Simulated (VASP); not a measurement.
# BN: electric field gradients with PBE

BN:

```
CELL_PARAMETERS angstrom
0.00000 1.83129 1.83129
1.83129 0.00000 1.83129
1.83129 1.83129 0.00000
ATOMIC_POSITIONS crystal
B 0.00000 0.00000 0.00000
N 0.75000 0.75000 0.75000
```

This cell differs from its parent crystal: volume scaled by 1.04.

| Item | Value |
| --- | --- |
| Program | VASP 6.6.1 |
| Task | electric field gradients |
| Functional | PBE |
| Potentials or basis | VASP PAW PBE potentials, release 64 (B, N) |
| Cutoff | 520 eV |
| k mesh | 13 × 13 × 13 |
| Occupations | fermi-dirac, width 0.03 eV |
| Spin | no spin polarisation |
| Dipole correction | no |
| Further INCAR settings | ALGO = Normal; EDIFF = 1e-08; NBANDS = 11 |

```yaml
Pressure: -10.8 GPa
Band_gap_on_the_k_mesh: 4.49 eV, indirect (least direct gap 8.63 eV)
```

Levels at points of the mesh, in eV from the valence-band top:
```tsv
k point	band 1	band 2	band 3	band 4	band 5	band 6	band 7	band 8	band 9
(0.00, 0.00, 0.00)	-19.79	0.00	0.00	0.00	8.63	8.63	8.63	9.72	24.02
```

Run time: 15 s on 1 thread of AMD EPYC 7R43 64-Core Processor (Zen 3) (shared host), peak memory 0.08 GiB.

Caveat: without QUAD_EFG the Cq values of the log hold for a quadrupole moment of 1 mb, not for the nuclei. A k mesh can miss the band edges.
